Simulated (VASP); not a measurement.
# Zn3Cu (Cmmm) in VASP: single point with PBEsol

Aim: the single point of Zn3Cu with PBEsol.

Everything below comes from runs of VASP 6.6.1. Logs are shortened: lines on timing, memory, paths and dates and some standing lists are left out, and cuts for length are marked.

### 1 The cell of the first run

The typed cell holds 4 atoms: a = 2.665 Å, b = 2.665 Å, c = 7.350 Å, α = 90.00°, β = 90.00°, γ = 90.03°.

### 2 Single point, PBEsol

The input, INCAR:

```
ALGO = Fast
EDIFF = 1E-6
ENCUT = 520
GGA = PS
ISIF = 2
ISMEAR = 0
LASPH = T
LCHARG = F
LREAL = F
LWAVE = F
NBANDS = 32
NELM = 80
PREC = Accurate
SIGMA = 0.1
```

The input, KPOINTS:

```
k-points
0
Gamma
  16 16 6
```

The input, POSCAR:

```
Zn3Cu
1.0
    1.8839090359     -1.8849277540      0.0000000000
    1.8839090359      1.8849277540      0.0000000000
    0.0000000000      0.0000000000      7.3503124098
Zn Cu
3 1
Direct
    0.5000000000      0.5000000000      0.7621573992
    0.0000000000      0.0000000000      0.5000000000
    0.5000000000      0.5000000000      0.2378426008
    0.0000000000      0.0000000000      0.0000000000
```

Potentials or basis: VASP PAW PBE potentials, release 64 (Zn, Cu).

The run is started by

```sh
> cat potpaw_PBE.64/Zn/POTCAR potpaw_PBE.64/Cu/POTCAR > POTCAR
> mpirun -np 1 vasp_std > vasp.out
```

OUTCAR:

```text
EDIFF = 1E-6
   ENCUT = 520
   GGA = PS
   ISIF = 2
   ISMEAR = 0
   LASPH = T
   LREAL = F
   NELM = 80
   PREC = Accurate

 ion  position               nearest neighbor table
   1  0.500  0.500  0.762-   4 2.57   4 2.57   4 2.57   4 2.57   2 2.69   2 2.69   2 2.70   2 2.70

   2  0.000  0.000  0.500-   1 2.69   3 2.69   1 2.69   3 2.69   1 2.70   3 2.70   1 2.70   3 2.70

   3  0.500  0.500  0.238-   4 2.57   4 2.57   4 2.57   4 2.57   2 2.69   2 2.69   2 2.70   2 2.70

   4  0.000  0.000  0.000-   1 2.57   3 2.57   1 2.57   3 2.57   1 2.57   3 2.57   1 2.57   3 2.57

  LATTYP: Found a base centered orthorhombic cell.
 ALAT       =     3.7678180718
 B/A-ratio  =     1.0005407470
 C/A-ratio  =     1.9508140440

  Lattice vectors:

 A1 = (   1.8839090359,  -1.8849277540,   0.0000000000)
 A2 = (   1.8839090359,   1.8849277540,   0.0000000000)
 A3 = (   0.0000000000,   0.0000000000,   7.3503124098)

Analysis of symmetry for initial positions (statically):
=====================================================================
 Subroutine PRICEL returns:
 Original cell was already a primitive cell.

 Routine SETGRP: Setting up the symmetry group for a
 base centered orthorhombic supercell.

 Subroutine GETGRP returns: Found  8 space group operations
 (whereof  8 operations were pure point group operations)
 out of a pool of  8 trial point group operations.

The static configuration has the point symmetry D_2h.

Analysis of symmetry for dynamics (positions and initial velocities):
=====================================================================
 Subroutine PRICEL returns:
 Original cell was already a primitive cell.

 Routine SETGRP: Setting up the symmetry group for a
 base centered orthorhombic supercell.

 Subroutine GETGRP returns: Found  8 space group operations
 (whereof  8 operations were pure point group operations)
 out of a pool of  8 trial point group operations.

The dynamic configuration has the point symmetry D_2h.

 Subroutine INISYM returns: Found  8 space group operations
 (whereof  8 operations are pure point group operations),
 and found     1 'primitive' translations

----------------------------------------------------------------------------------------

                                     Primitive cell

  volume of cell :      52.2024

  direct lattice vectors                    reciprocal lattice vectors
     1.883909036 -1.884927754  0.000000000     0.265405596 -0.265262156  0.000000000
[... 90 lines left out ...]
   EDIFF  = 0.1E-05   stopping-criterion for ELM
   LREAL  =      F    real-space projection
   EDIFFG = 0.1E-04   stopping-criterion for IOM
   NSW    =      0    number of steps for IOM
   IBRION =     -1    ionic relax: 0-MD 1-quasi-New 2-CG
   NFREE  =      0    steps in history (QN), initial steepest desc. (CG)
   ISIF   =      2    stress and relaxation
   ISYM   =      2    0-nonsym 1-usesym 2-fastsym
   POTIM  = 0.5000    time-step for ionic-motion
   TEBEG  =    0.0;   TEEND  =   0.0 temperature during run
   PSTRESS=    0.0 pullay stress
   NELECT =      47.0000    total number of electrons
   NUPDOWN=      -1.0000    fix difference up-down
   EMIN   =  10.00;   EMAX   =-10.00  energy-range for DOS
   EFERMI =   0.00;   METHOD = LEGACY
   ISMEAR =     0;   SIGMA  =   0.10  broadening in eV -4-tet -1-fermi 0-gaus
   EFERMI_NEDOS =   21; number of points for ismear=-14 and -15
   IALGO  =     68    algorithm
   IMIX   =      4    mixing-type and parameters
     AMIX     =   0.40;   BMIX     =  1.00
     AMIX_MAG =   1.60;   BMIX_MAG =  1.00
  volume/ion in A,a.u.               =      13.05        88.07
  Fermi-wavevector in a.u.,A,eV,Ry     =   1.580801  2.987281 34.000048  2.498933
  Thomas-Fermi vector in A             =   2.680974
   LORBIT       =      0    0 simple, 1 ext, 2 COOP (PROOUT), +10 PAW based schemes
   GGA     = PS    functional components
   LHFCALC =     F    Hartree Fock is set to
   AEXX    =    0.0000 exact exchange contribution
   IVDW    =     0    specifies the selected vdW correction
   LEPSILON=     F    determine dielectric tensor
   LRPA    =     F    only Hartree local field effects (RPA)
 non-spin polarized calculation
 RMM-DIIS sequential band-by-band and
 Gauss-broadening in eV      SIGMA  =   0.10
  energy-cutoff  :      520.00
  volume of cell :       52.20
 maximum number of plane-waves:      1448
   NGX =  9   NGY =  9   NGZ = 27

 number of electron      47.0000098 magnetization

 Free energy of the ion-electron system (eV)
  ---------------------------------------------------
  ext. energy  EPLUGINS =         0.00000000
  ---------------------------------------------------
  free energy    TOTEN  =        -9.21021421 eV

  energy without entropy =       -9.20611755  energy(sigma->0) =       -9.20816588

 E-fermi :   4.8213     XC(G=0): -12.4929

 val. band max:        4.8112300861   @ k =  -0.4375   0.3125   0.5000
 cond. band min:       4.8279305741   @ k =   0.1875   0.0000   0.1667
 fundamental gap:      0.0167004880
 Fermi energy:         4.8213123085

 k-point     1 :       0.0000    0.0000    0.0000
  band No.  band energies     occupation
      1      -6.3621      2.00000
      2      -4.2051      2.00000
      3      -4.1062      2.00000
      4      -3.8792      2.00000
      5      -3.5546      2.00000
      6      -3.3761      2.00000
[... 829 lines left out ...]
     31      16.9454      0.00000
     32      19.5311      0.00000

 [... further k-points ...]

------------------------ aborting loop because EDIFF is reached ----------------------------------------

  FORCE on cell =-STRESS in cart. coord.  units (eV):
  Direction    XX          YY          ZZ          XY          YZ          ZX
  --------------------------------------------------------------------------------------
  -------------------------------------------------------------------------------------
  Total        0.1957185      0.1769336      0.1603511      0.0000000      0.0000000      0.0000000
  in kB        6.0069231      5.4303845      4.9214375      0.0000000      0.0000000      0.0000000
  external PRESSURE =       5.4529150 kB  Pullay stress =       0.0000000 kB

 VOLUME and BASIS-vectors are now :
 -----------------------------------------------------------------------------
  energy-cutoff  :      520.00
  volume of cell :       52.20
      direct lattice vectors                 reciprocal lattice vectors
     1.883909036 -1.884927754  0.000000000     0.265405596 -0.265262156  0.000000000
     1.883909036  1.884927754  0.000000000     0.265405596  0.265262156  0.000000000
     0.000000000  0.000000000  7.350312410     0.000000000  0.000000000  0.136048639

 POSITION                                       TOTAL-FORCE (eV/Angst)
 -----------------------------------------------------------------------------------
      1.88391      0.00000      5.60209        -0.000000      0.000000     -0.011753
      0.00000      0.00000      3.67516         0.000000      0.000000      0.000000
      1.88391      0.00000      1.74822        -0.000000      0.000000      0.011753
      0.00000      0.00000      0.00000         0.000000     -0.000000      0.000000
 -----------------------------------------------------------------------------------
    total drift:                               -0.000000      0.000000      0.000000

  FREE ENERGIE OF THE ION-ELECTRON SYSTEM (eV)
  ---------------------------------------------------
  free  energy   TOTEN  =        -9.2102142150 eV

  energy  without entropy=       -9.2061175528  energy(sigma->0) =       -9.20816588
```

OSZICAR:

```text
N       E                     dE             d eps       ncg     rms          rms(c)
DAV:   1     0.300638386005E+03    0.30064E+03   -0.22020E+04 19744   0.243E+03
DAV:   2     0.120207435192E+02   -0.28862E+03   -0.27371E+03 18704   0.405E+02
DAV:   3    -0.106064269655E+02   -0.22627E+02   -0.22168E+02 21552   0.131E+02
DAV:   4    -0.109219996084E+02   -0.31557E+00   -0.31539E+00 20488   0.165E+01
DAV:   5    -0.109261090773E+02   -0.41095E-02   -0.41092E-02 21872   0.199E+00    0.119E+01
RMM:   6    -0.107445307989E+02    0.18158E+00   -0.15664E+01 21014   0.462E+01    0.816E+00
RMM:   7    -0.922848400926E+01    0.15160E+01   -0.42191E+00 20340   0.219E+01    0.384E+00
RMM:   8    -0.921994695767E+01    0.85371E-02   -0.70335E-02 21894   0.266E+00    0.188E+00
RMM:   9    -0.921495940773E+01    0.49875E-02   -0.38416E-02 22703   0.229E+00    0.497E-01
RMM:  10    -0.921002936979E+01    0.49300E-02   -0.12786E-02 21544   0.110E+00    0.666E-02
RMM:  11    -0.921023796970E+01   -0.20860E-03   -0.41196E-03 21939   0.431E-01    0.618E-02
RMM:  12    -0.921021295638E+01    0.25013E-04   -0.35958E-04 22399   0.225E-01    0.302E-02
RMM:  13    -0.921021247406E+01    0.48232E-06   -0.91557E-05 25452   0.959E-02    0.108E-02
RMM:  14    -0.921021376653E+01   -0.12925E-05   -0.19169E-05 20313   0.346E-02    0.477E-03
RMM:  15    -0.921021421499E+01   -0.44846E-06   -0.63069E-06 17819   0.216E-02
   1 F= -.92102142E+01 E0= -.92081659E+01  d E =-.409666E-02
```

It took 7.1 min on 1 thread of Intel Xeon 8259CL, shared host; peak memory 0.49 GiB.

What came out:

```
Free energy            : -9.2102 eV
Pressure               : 0.5 GPa
Largest force          : 0.012 eV/Å
Band gap on the k mesh : zero (an odd number of electrons rules out a gap without spin polarisation)
```

Forces on the atoms (eV/Å):
```
Zn   0.000  0.000 -0.012
Zn   0.000  0.000  0.000
Zn   0.000  0.000  0.012
Cu   0.000  0.000  0.000
```

Stress tensor (GPa, compression positive):
```
0.60 0.00 0.00
0.00 0.54 0.00
0.00 0.00 0.49
```

Caveat: the PAW data sets were made with another functional, which shifts forces and pressure a little.
